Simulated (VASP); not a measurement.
# Hf3H (Im-3m) in VASP: single point with PBE

Aim: the single point of Hf3H with PBE.

Program: VASP 6.6.1. These are calculated values, not measurements. Logs are shortened: lines on timing, memory, paths and dates and some standing lists are left out, and cuts for length are marked.

### 1 The cell of the first run

The structure is cubic, space group Im-3m (No. 229). The conventional cell has a = 5.403 Å, b = 5.403 Å, c = 5.403 Å, α = 90.00°, β = 90.00°, γ = 90.00°. Within 3.6 Å of Hf (site symmetry 4/mmm) lie 4 Hf at 2.70 Å and 2 H at 2.70 Å. Within 3.6 Å of H (site symmetry m-3m) lie 6 Hf at 2.70 Å.

### 2 Single point, PBE

File INCAR:

```
PREC     = Accurate       # precision mode
ENCUT    = 500            # plane-wave cutoff, eV
EDIFF    = 1E-6           # SCF threshold, eV
ISMEAR   = 0              # smearing method
SIGMA    = 0.2            # smearing width, eV
LREAL    = False          # projectors in reciprocal space
LASPH    = True           # aspherical terms in the spheres
NELM     = 120            # most SCF steps
ALGO     = Normal         # electronic algorithm
ISIF     = 2              # what is computed and relaxed
LWAVE    = False          # write WAVECAR
LCHARG   = False          # write CHGCAR
GGA      = PE             # functional
NBANDS   = 24             # bands
GGA_COMPAT= False
```

File KPOINTS:

```
regular mesh
0
Gamma
  6 6 6
```

File POSCAR:

```
Hf3H
1.0
   -2.7013819110      2.7013819110      2.7013819110
    2.7013819110     -2.7013819110      2.7013819110
    2.7013819110      2.7013819110     -2.7013819110
Hf H
3 1
Direct
    0.0000000000      0.5000000000      0.5000000000
    0.5000000000      0.0000000000      0.5000000000
    0.5000000000      0.5000000000      0.0000000000
    0.0000000000      0.0000000000      0.0000000000
```

Potentials or basis: VASP PAW PBE potentials, release 64 (Hf_pv, H).

Launch:

```console
> cat potpaw_PBE.64/Hf_pv/POTCAR potpaw_PBE.64/H/POTCAR > POTCAR
> mpirun -np 1 vasp_std > vasp.out
```

OUTCAR:

```text
PREC = Accurate
   ENCUT = 500
   EDIFF = 1E-6
   ISMEAR = 0
   LREAL = False
   LASPH = True
   NELM = 120
   ISIF = 2
   GGA = PE

 ion  position               nearest neighbor table
   1  0.000  0.500  0.500-   2 2.70   3 2.70   3 2.70   2 2.70   3 3.82   3 3.82   2 3.82   3 3.82
                             2 3.82   3 3.82   2 3.82   2 3.82
   2  0.500  0.000  0.500-   1 2.70   3 2.70   3 2.70   1 2.70   3 3.82   3 3.82   3 3.82   1 3.82
                             1 3.82   3 3.82   1 3.82   1 3.82
   3  0.500  0.500  0.000-   1 2.70   2 2.70   2 2.70   1 2.70   2 3.82   1 3.82   1 3.82   2 3.82
                             1 3.82   2 3.82   2 3.82   1 3.82
   4  0.000  0.000  0.000-

  LATTYP: Found a body centered cubic cell.
 ALAT       =     5.4027638220

  Lattice vectors:

 A1 = (  -2.7013819110,   2.7013819110,   2.7013819110)
 A2 = (   2.7013819110,  -2.7013819110,   2.7013819110)
 A3 = (   2.7013819110,   2.7013819110,  -2.7013819110)

Analysis of symmetry for initial positions (statically):
=====================================================================
 Subroutine PRICEL returns:
 Original cell was already a primitive cell.

 Routine SETGRP: Setting up the symmetry group for a
 body centered cubic supercell.

 Subroutine GETGRP returns: Found 48 space group operations
 (whereof 48 operations were pure point group operations)
 out of a pool of 48 trial point group operations.

The static configuration has the point symmetry O_h .

Analysis of symmetry for dynamics (positions and initial velocities):
=====================================================================
 Subroutine PRICEL returns:
 Original cell was already a primitive cell.

 Routine SETGRP: Setting up the symmetry group for a
 body centered cubic supercell.

 Subroutine GETGRP returns: Found 48 space group operations
 (whereof 48 operations were pure point group operations)
 out of a pool of 48 trial point group operations.

The dynamic configuration has the point symmetry O_h .

 Subroutine INISYM returns: Found 48 space group operations
 (whereof 48 operations are pure point group operations),
 and found     1 'primitive' translations

----------------------------------------------------------------------------------------

                                     Primitive cell

  volume of cell :      78.8530

  direct lattice vectors                    reciprocal lattice vectors
    -2.701381911  2.701381911  2.701381911     0.000000000  0.185090452  0.185090452
[... 83 lines left out ...]
   EDIFFG = 0.1E-04   stopping-criterion for IOM
   NSW    =      0    number of steps for IOM
   IBRION =     -1    ionic relax: 0-MD 1-quasi-New 2-CG
   NFREE  =      0    steps in history (QN), initial steepest desc. (CG)
   ISIF   =      2    stress and relaxation
   ISYM   =      2    0-nonsym 1-usesym 2-fastsym
   POTIM  = 0.5000    time-step for ionic-motion
   TEBEG  =    0.0;   TEEND  =   0.0 temperature during run
   PSTRESS=    0.0 pullay stress
   NELECT =      31.0000    total number of electrons
   NUPDOWN=      -1.0000    fix difference up-down
   EMIN   =  10.00;   EMAX   =-10.00  energy-range for DOS
   EFERMI =   0.00;   METHOD = LEGACY
   ISMEAR =     0;   SIGMA  =   0.20  broadening in eV -4-tet -1-fermi 0-gaus
   EFERMI_NEDOS =   21; number of points for ismear=-14 and -15
   IALGO  =     38    algorithm
   IMIX   =      4    mixing-type and parameters
     AMIX     =   0.40;   BMIX     =  1.00
     AMIX_MAG =   1.60;   BMIX_MAG =  1.00
  volume/ion in A,a.u.               =      19.71       133.03
  Fermi-wavevector in a.u.,A,eV,Ry     =   1.199286  2.266322 19.569080  1.438287
  Thomas-Fermi vector in A             =   2.335153
   LORBIT       =      0    0 simple, 1 ext, 2 COOP (PROOUT), +10 PAW based schemes
   GGA     = PE    functional components
   LHFCALC =     F    Hartree Fock is set to
   AEXX    =    0.0000 exact exchange contribution
   IVDW    =     0    specifies the selected vdW correction
   LEPSILON=     F    determine dielectric tensor
   LRPA    =     F    only Hartree local field effects (RPA)
 non-spin polarized calculation
 Gauss-broadening in eV      SIGMA  =   0.20
  energy-cutoff  :      500.00
  volume of cell :       78.85
 maximum number of plane-waves:      2022
 NGX is ok and might be reduce to    36
   NGX = 17   NGY = 17   NGZ = 17

 number of electron      31.0000005 magnetization

 Free energy of the ion-electron system (eV)
  ---------------------------------------------------
  ext. energy  EPLUGINS =         0.00000000
  ---------------------------------------------------
  free energy    TOTEN  =       -29.35392783 eV

  energy without entropy =      -29.28089816  energy(sigma->0) =      -29.31741299

 E-fermi :   3.7282     XC(G=0): -10.5662

 val. band max:        3.6998715357   @ k =   0.5000   0.5000   0.1667
 cond. band min:       3.7403962638   @ k =   0.5000   0.5000   0.3333
 fundamental gap:      0.0405247281
 Fermi energy:         3.7282151590

 k-point     1 :       0.0000    0.0000    0.0000
  band No.  band energies     occupation
      1     -27.4748      2.00000
      2     -27.4748      2.00000
      3     -27.4748      2.00000
      4     -26.7947      2.00000
      5     -26.7947      2.00000
      6     -26.7947      2.00000
[... 421 lines left out ...]
     23       7.4552      0.00000
     24       7.4552      0.00000

------------------------ aborting loop because EDIFF is reached ----------------------------------------

  FORCE on cell =-STRESS in cart. coord.  units (eV):
  Direction    XX          YY          ZZ          XY          YZ          ZX
  --------------------------------------------------------------------------------------
  -------------------------------------------------------------------------------------
  Total       -0.2132525     -0.2132525     -0.2132525      0.0000000     -0.0000000      0.0000000
  in kB       -4.3329800     -4.3329800     -4.3329800      0.0000000     -0.0000000      0.0000000
  external PRESSURE =      -4.3329800 kB  Pullay stress =       0.0000000 kB

 VOLUME and BASIS-vectors are now :
 -----------------------------------------------------------------------------
  energy-cutoff  :      500.00
  volume of cell :       78.85
      direct lattice vectors                 reciprocal lattice vectors
    -2.701381911  2.701381911  2.701381911     0.000000000  0.185090452  0.185090452
     2.701381911 -2.701381911  2.701381911     0.185090452  0.000000000  0.185090452
     2.701381911  2.701381911 -2.701381911     0.185090452  0.185090452  0.000000000

 POSITION                                       TOTAL-FORCE (eV/Angst)
 -----------------------------------------------------------------------------------
      2.70138      0.00000      0.00000        -0.000000      0.000000     -0.000000
      0.00000      2.70138      0.00000         0.000000     -0.000000      0.000000
      0.00000      0.00000      2.70138         0.000000      0.000000      0.000000
      0.00000      0.00000      0.00000        -0.000000      0.000000     -0.000000
 -----------------------------------------------------------------------------------
    total drift:                                0.000000      0.000000     -0.000000

  FREE ENERGIE OF THE ION-ELECTRON SYSTEM (eV)
  ---------------------------------------------------
  free  energy   TOTEN  =       -29.3539278300 eV

  energy  without entropy=      -29.2808981560  energy(sigma->0) =      -29.31741299
```

OSZICAR:

```text
N       E                     dE             d eps       ncg     rms          rms(c)
DAV:   1     0.100439534704E+03    0.10044E+03   -0.15889E+04   768   0.114E+03
DAV:   2    -0.250526126418E+02   -0.12549E+03   -0.11769E+03   936   0.284E+02
DAV:   3    -0.301360222031E+02   -0.50834E+01   -0.48349E+01  1064   0.368E+01
DAV:   4    -0.302385891097E+02   -0.10257E+00   -0.10241E+00   928   0.567E+00
DAV:   5    -0.302410678918E+02   -0.24788E-02   -0.24783E-02  1072   0.709E-01    0.533E+01
DAV:   6    -0.295766893848E+02    0.66438E+00   -0.49211E-01   896   0.409E+00    0.313E+01
DAV:   7    -0.293616246376E+02    0.21506E+00   -0.72191E-01   944   0.483E+00    0.228E+00
DAV:   8    -0.293543586747E+02    0.72660E-02   -0.58020E-02   984   0.123E+00    0.599E-01
DAV:   9    -0.293539752391E+02    0.38344E-03   -0.59299E-03   976   0.343E-01    0.237E-01
DAV:  10    -0.293539287431E+02    0.46496E-04   -0.43583E-04   960   0.114E-01    0.481E-02
DAV:  11    -0.293539279027E+02    0.84037E-06   -0.23963E-05  1032   0.251E-02    0.189E-02
DAV:  12    -0.293539278300E+02    0.72704E-07   -0.15097E-06   816   0.655E-03
   1 F= -.29353928E+02 E0= -.29317413E+02  d E =-.730297E-01
```

Run time: 70 s. Hardware: 1 thread of AMD EPYC 7R13, shared host; peak memory 0.18 GiB.

What came out:

| Item | Value |
| --- | --- |
| Free energy | -29.3539 eV |
| Pressure | -0.4 GPa |

Caveat: spin-orbit coupling is left out, which moves the levels of the heavy elements.
